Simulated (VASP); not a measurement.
# Ge (Fd-3m) in VASP: single point with LDA

Aim: the single point of Ge with LDA.

Everything below comes from runs of VASP 6.6.1. Logs are shortened: lines on timing, memory, paths and dates and some standing lists are left out, and cuts for length are marked.

**1. The cell of the first run**

Symmetry: Fd-3m, No. 227, cubic system. Conventional cell: a = 5.622 Å, b = 5.622 Å, c = 5.622 Å, α = 90.00°, β = 90.00°, γ = 90.00°. Ge (site symmetry -43m) has 4 Ge at 2.43 Å within 3.2 Å.

**2. Single point, LDA**

The input, INCAR:

```
SYSTEM = Ge
ALGO = Normal ; EDIFF = 1E-6
ENCUT = 500 ; GGA = CA
GGA_COMPAT = .FALSE. ; ISIF = 2
ISMEAR = 0 ; LASPH = .TRUE.
LCHARG = .FALSE. ; LREAL = .FALSE.
LWAVE = .FALSE. ; NBANDS = 21
NELM = 120 ; PREC = Accurate
SIGMA = 0.1
```

The input, KPOINTS:

```
k-points
0
G
  12 12 12
  0 0 0
```

The input, POSCAR:

```
Ge
1.0
    0.0000000000      2.8107737099      2.8107737099
    2.8107737099      0.0000000000      2.8107737099
    2.8107737099      2.8107737099      0.0000000000
Ge
2
Direct
    0.0000000000      0.0000000000      0.0000000000
    0.2500000000      0.2500000000      0.2500000000
```

Potentials or basis: VASP PAW LDA potentials, release 64 (Ge_d).

Started as:

```sh
> cat potpaw_LDA.64/Ge_d/POTCAR > POTCAR
> mpirun -np 1 vasp_std > vasp.out
```

OUTCAR:

```text
SYSTEM = Ge
   EDIFF = 1E-6
   ENCUT = 500
   GGA = CA
   ISIF = 2
   ISMEAR = 0
   LASPH = .TRUE.
   LREAL = .FALSE.
   NELM = 120
   PREC = Accurate

 ion  position               nearest neighbor table
   1  0.000  0.000  0.000-   2 2.43   2 2.43   2 2.43   2 2.43
   2  0.250  0.250  0.250-   1 2.43   1 2.43   1 2.43   1 2.43

  LATTYP: Found a face centered cubic cell.
 ALAT       =     5.6215474198

  Lattice vectors:

 A1 = (   0.0000000000,   2.8107737099,   2.8107737099)
 A2 = (   2.8107737099,   0.0000000000,   2.8107737099)
 A3 = (   2.8107737099,   2.8107737099,   0.0000000000)

Analysis of symmetry for initial positions (statically):
=====================================================================
 Subroutine PRICEL returns:
 Original cell was already a primitive cell.

 Routine SETGRP: Setting up the symmetry group for a
 face centered cubic supercell.

 Subroutine GETGRP returns: Found 48 space group operations
 (whereof 24 operations were pure point group operations)
 out of a pool of 48 trial point group operations.

The static configuration has the point symmetry T_d .
 The point group associated with its full space group is O_h .

Analysis of symmetry for dynamics (positions and initial velocities):
=====================================================================
 Subroutine PRICEL returns:
 Original cell was already a primitive cell.

 Routine SETGRP: Setting up the symmetry group for a
 face centered cubic supercell.

 Subroutine GETGRP returns: Found 48 space group operations
 (whereof 24 operations were pure point group operations)
 out of a pool of 48 trial point group operations.

The dynamic configuration has the point symmetry T_d .
 The point group associated with its full space group is O_h .

 Subroutine INISYM returns: Found 48 space group operations
 (whereof 24 operations are pure point group operations),
 and found     1 'primitive' translations

----------------------------------------------------------------------------------------

                                     Primitive cell

  volume of cell :      44.4127

  direct lattice vectors                    reciprocal lattice vectors
     0.000000000  2.810773710  2.810773710    -0.177886963  0.177886963  0.177886963
     2.810773710  0.000000000  2.810773710     0.177886963 -0.177886963  0.177886963
     2.810773710  2.810773710  0.000000000     0.177886963  0.177886963 -0.177886963

  length of vectors
     3.975034301  3.975034301  3.975034301     0.308109259  0.308109259  0.308109259

  position of ions in fractional coordinates (direct lattice)
     0.000000000  0.000000000  0.000000000
     0.250000000  0.250000000  0.250000000

  ion indices of the primitive-cell ions
   primitive index   ion index
                 1           1
                 2           2

----------------------------------------------------------------------------------------

 KPOINTS: k-points

Automatic generation of k-mesh.
 Grid dimensions read from file:
 generate k-points for:   12   12   12

 Generating k-lattice:

  Cartesian coordinates                     Fractional coordinates (reciprocal lattice)
    -0.014823914  0.014823914  0.014823914     0.083333333  0.000000000  0.000000000
     0.014823914 -0.014823914  0.014823914     0.000000000  0.083333333  0.000000000
     0.014823914  0.014823914 -0.014823914     0.000000000  0.000000000  0.083333333

  Length of vectors
     0.025675772  0.025675772  0.025675772

  Shift w.r.t. Gamma in fractional coordinates (k-lattice)
     0.000000000  0.000000000  0.000000000

 Subroutine IBZKPT returns following result:
 ===========================================

 Found     72 irreducible k-points:

 Following reciprocal coordinates:
            Coordinates               Weight
  0.000000  0.000000  0.000000      1.000000
  0.083333  0.000000  0.000000      8.000000
  0.166667  0.000000  0.000000      8.000000
  0.250000  0.000000  0.000000      8.000000
  0.333333  0.000000  0.000000      8.000000
  0.416667  0.000000  0.000000      8.000000
[... 16 lines left out ...]
  0.500000  0.166667  0.000000     24.000000
 -0.416667  0.166667  0.000000     24.000000
 [... further k-points ...]
   k-points           NKPTS =     72   k-points in BZ     NKDIM =     72   number of bands    NBANDS=     21
   number of dos      NEDOS =    301   number of ions     NIONS =      2
   total plane-waves  NPLWV =  27000
   dimension x,y,z NGX =    30 NGY =   30 NGZ =   30
   dimension x,y,z NGXF=    60 NGYF=   60 NGZF=   60
   ions per type =               2
   NGX,Y,Z   is equivalent  to a cutoff of  12.55, 12.55, 12.55 a.u.
   NGXF,Y,Z  is equivalent  to a cutoff of  25.09, 25.09, 25.09 a.u.
 SYSTEM =  Ge
   PREC   = accura    normal or accurate (medium, high low for compatibility)
   ISTART =      0    job   : 0-new  1-cont  2-samecut
   ICHARG =      2    charge: 1-file 2-atom 10-const
   ISPIN  =      1    spin polarized calculation?
   LNONCOLLINEAR =      F non collinear calculations
   LSORBIT =      F    spin-orbit coupling
   LASPH  =      T    aspherical Exc in radial PAW
   ENCUT  =  500.0 eV  36.75 Ry    6.06 a.u.   7.25  7.25  7.25*2*pi/ulx,y,z
   NELM   =    120;   NELMIN=  2; NELMDL= -5     # of ELM steps
   EDIFF  = 0.1E-05   stopping-criterion for ELM
   LREAL  =      F    real-space projection
   EDIFFG = 0.1E-04   stopping-criterion for IOM
   NSW    =      0    number of steps for IOM
   IBRION =     -1    ionic relax: 0-MD 1-quasi-New 2-CG
   NFREE  =      0    steps in history (QN), initial steepest desc. (CG)
   ISIF   =      2    stress and relaxation
   ISYM   =      2    0-nonsym 1-usesym 2-fastsym
   POTIM  = 0.5000    time-step for ionic-motion
   TEBEG  =    0.0;   TEEND  =   0.0 temperature during run
   PSTRESS=    0.0 pullay stress
   NELECT =      28.0000    total number of electrons
   NUPDOWN=      -1.0000    fix difference up-down
   EMIN   =  10.00;   EMAX   =-10.00  energy-range for DOS
   EFERMI =   0.00;   METHOD = LEGACY
   ISMEAR =     0;   SIGMA  =   0.10  broadening in eV -4-tet -1-fermi 0-gaus
   EFERMI_NEDOS =   21; number of points for ismear=-14 and -15
   IALGO  =     38    algorithm
   IMIX   =      4    mixing-type and parameters
     AMIX     =   0.40;   BMIX     =  1.00
     AMIX_MAG =   1.60;   BMIX_MAG =  1.00
  volume/ion in A,a.u.               =      22.21       149.86
  Fermi-wavevector in a.u.,A,eV,Ry     =   1.403756  2.652714 26.810701  1.970531
  Thomas-Fermi vector in A             =   2.526386
   LORBIT       =      0    0 simple, 1 ext, 2 COOP (PROOUT), +10 PAW based schemes
   GGA     = CA    functional components
   LHFCALC =     F    Hartree Fock is set to
   AEXX    =    0.0000 exact exchange contribution
   IVDW    =     0    specifies the selected vdW correction
   LEPSILON=     F    determine dielectric tensor
   LRPA    =     F    only Hartree local field effects (RPA)
 non-spin polarized calculation
 Gauss-broadening in eV      SIGMA  =   0.10
  energy-cutoff  :      500.00
  volume of cell :       44.41
 maximum number of plane-waves:      1158
 NGX is ok and might be reduce to    30
   NGX = 15   NGY = 15   NGZ = 15

 number of electron      28.0000032 magnetization

 Free energy of the ion-electron system (eV)
  ---------------------------------------------------
  ext. energy  EPLUGINS =         0.00000000
  ---------------------------------------------------
  free energy    TOTEN  =       -10.39085753 eV

  energy without entropy =      -10.39063991  energy(sigma->0) =      -10.39074872

 E-fermi :   4.9463     XC(G=0): -10.3796

 val. band max:        4.9460015657   @ k =   0.0000   0.0000   0.0000
 cond. band min:       5.0386957809   @ k =   0.5000   0.0000   0.0000
 fundamental gap:      0.0926942152
 Fermi energy:         4.9463019960

 k-point     1 :       0.0000    0.0000    0.0000
  band No.  band energies     occupation
      1     -20.0551      2.00000
      2     -20.0551      2.00000
      3     -20.0551      2.00000
      4     -20.0168      2.00000
      5     -20.0168      2.00000
      6     -19.7955      2.00000
[... 13 lines left out ...]
     20      14.5162      0.00000
     21      14.5162      0.00000

 k-point     2 :       0.0833    0.0000    0.0000
  band No.  band energies     occupation
      1     -20.0596      2.00000
      2     -20.0596      2.00000
      3     -20.0539      2.00000
      4     -20.0107      2.00000
      5     -20.0107      2.00000
      6     -19.8024      2.00000
[... 13 lines left out ...]
     20      13.8879      0.00000
     21      13.8879      0.00000

 k-point     3 :       0.1667    0.0000    0.0000
  band No.  band energies     occupation
      1     -20.0676      2.00000
      2     -20.0676      2.00000
      3     -20.0506      2.00000
      4     -19.9985      2.00000
      5     -19.9985      2.00000
      6     -19.8130      2.00000
[... 13 lines left out ...]
     20      13.3023      0.00000
     21      13.3023      0.00000

 k-point     4 :       0.2500    0.0000    0.0000
  band No.  band energies     occupation
      1     -20.0742      2.00000
      2     -20.0742      2.00000
      3     -20.0460      2.00000
      4     -19.9867      2.00000
      5     -19.9867      2.00000
      6     -19.8220      2.00000
[... 13 lines left out ...]
     20      13.2796      0.00000
     21      13.2796      0.00000

 k-point     5 :       0.3333    0.0000    0.0000
  band No.  band energies     occupation
      1     -20.0782      2.00000
      2     -20.0782      2.00000
      3     -20.0414      2.00000
      4     -19.9784      2.00000
      5     -19.9784      2.00000
      6     -19.8278      2.00000
[... 13 lines left out ...]
     20      13.9338      0.00000
     21      13.9338      0.00000

 k-point     6 :       0.4167    0.0000    0.0000
  band No.  band energies     occupation
      1     -20.0802      2.00000
      2     -20.0802      2.00000
      3     -20.0379      2.00000
      4     -19.9741      2.00000
      5     -19.9741      2.00000
      6     -19.8304      2.00000
[... 13 lines left out ...]
     20      15.1126      0.00000
     21      15.1126      0.00000

 k-point     7 :       0.5000    0.0000    0.0000
  band No.  band energies     occupation
      1     -20.0807      2.00000
      2     -20.0807      2.00000
      3     -20.0367      2.00000
      4     -19.9729      2.00000
      5     -19.9729      2.00000
      6     -19.8311      2.00000
[... 13 lines left out ...]
     20      16.0579      0.00000
     21      16.1898      0.00000
[... 291 lines left out ...]
      1     -20.0762      2.00000
      2     -20.0704      2.00000
      3     -20.0562      2.00000
      4     -19.9901      2.00000
      5     -19.9623      2.00000
      6     -19.8650      2.00000
[... 13 lines left out ...]
     20      14.1316      0.00000
     21      14.9738      0.00000

 k-point    21 :       0.3333    0.1667    0.0000
  band No.  band energies     occupation
      1     -20.0864      2.00000
      2     -20.0759      2.00000
      3     -20.0440      2.00000
      4     -19.9786      2.00000
      5     -19.9506      2.00000
      6     -19.8755      2.00000
[... 13 lines left out ...]
     20      14.5772      0.00000
     21      15.2845      0.00000

 k-point    22 :       0.4167    0.1667    0.0000
  band No.  band energies     occupation
      1     -20.0940      2.00000
      2     -20.0806      2.00000
      3     -20.0306      2.00000
      4     -19.9679      2.00000
      5     -19.9461      2.00000
      6     -19.8774      2.00000
[... 13 lines left out ...]
     20      15.1773      0.00000
     21      16.1654      0.00000

 k-point    23 :       0.5000    0.1667    0.0000
  band No.  band energies     occupation
      1     -20.0982      2.00000
      2     -20.0844      2.00000
      3     -20.0192      2.00000
      4     -19.9586      2.00000
      5     -19.9499      2.00000
      6     -19.8700      2.00000
[... 13 lines left out ...]
     20      15.9397      0.00000
     21      16.2210      0.00000

 k-point    24 :      -0.4167    0.1667    0.0000
  band No.  band energies     occupation
      1     -20.0984      2.00000
      2     -20.0870      2.00000
      3     -20.0132      2.00000
      4     -19.9597      2.00000
      5     -19.9519      2.00000
      6     -19.8558      2.00000
[... 13 lines left out ...]
     20      14.6466      0.00000
     21      15.2288      0.00000

 [... further k-points ...]
[... 5 lines left out ...]
  --------------------------------------------------------------------------------------
  -------------------------------------------------------------------------------------
  Total        0.0428591      0.0428591      0.0428591     -0.0000000      0.0000000      0.0000000
  in kB        1.5461316      1.5461316      1.5461316     -0.0000000      0.0000000      0.0000000
  external PRESSURE =       1.5461316 kB  Pullay stress =       0.0000000 kB

 VOLUME and BASIS-vectors are now :
 -----------------------------------------------------------------------------
  energy-cutoff  :      500.00
  volume of cell :       44.41
      direct lattice vectors                 reciprocal lattice vectors
     0.000000000  2.810773710  2.810773710    -0.177886963  0.177886963  0.177886963
     2.810773710  0.000000000  2.810773710     0.177886963 -0.177886963  0.177886963
     2.810773710  2.810773710  0.000000000     0.177886963  0.177886963 -0.177886963

 POSITION                                       TOTAL-FORCE (eV/Angst)
 -----------------------------------------------------------------------------------
      0.00000      0.00000      0.00000         0.000000      0.000000      0.000000
      1.40539      1.40539      1.40539        -0.000000     -0.000000     -0.000000
 -----------------------------------------------------------------------------------
    total drift:                                0.000000      0.000000      0.000000

  FREE ENERGIE OF THE ION-ELECTRON SYSTEM (eV)
  ---------------------------------------------------
  free  energy   TOTEN  =       -10.3908575307 eV

  energy  without entropy=      -10.3906399119  energy(sigma->0) =      -10.39074872
```

Wall time 53 s (1 thread of Intel Xeon 6975P-C, shared host); peak memory 0.17 GiB.

Results:

| Item | Value |
| --- | --- |
| Free energy | -10.3909 eV |
| Pressure | 0.2 GPa |

Levels at points of the mesh, in eV from the Fermi level:
| k point | band 10 | band 11 | band 12 | band 13 | band 14 | band 15 | band 16 | band 17 | band 18 | band 19 |
| --- | --- | --- | --- | --- | --- | --- | --- | --- | --- | --- |
| (0.00, 0.00, 0.00) | -24.73 | -12.98 | -0.03 | -0.03 | -0.03 | 0.00 | 2.50 | 2.50 | 2.50 | 6.22 |
| (0.50, 0.00, 0.00) | -24.70 | -10.85 | -7.76 | -1.47 | -1.47 | 0.09 | 3.70 | 3.70 | 6.95 | 10.49 |
| (0.50, 0.50, 0.00) | -24.68 | -9.03 | -9.03 | -3.18 | -3.18 | 0.61 | 0.61 | 9.54 | 9.54 | 11.60 |
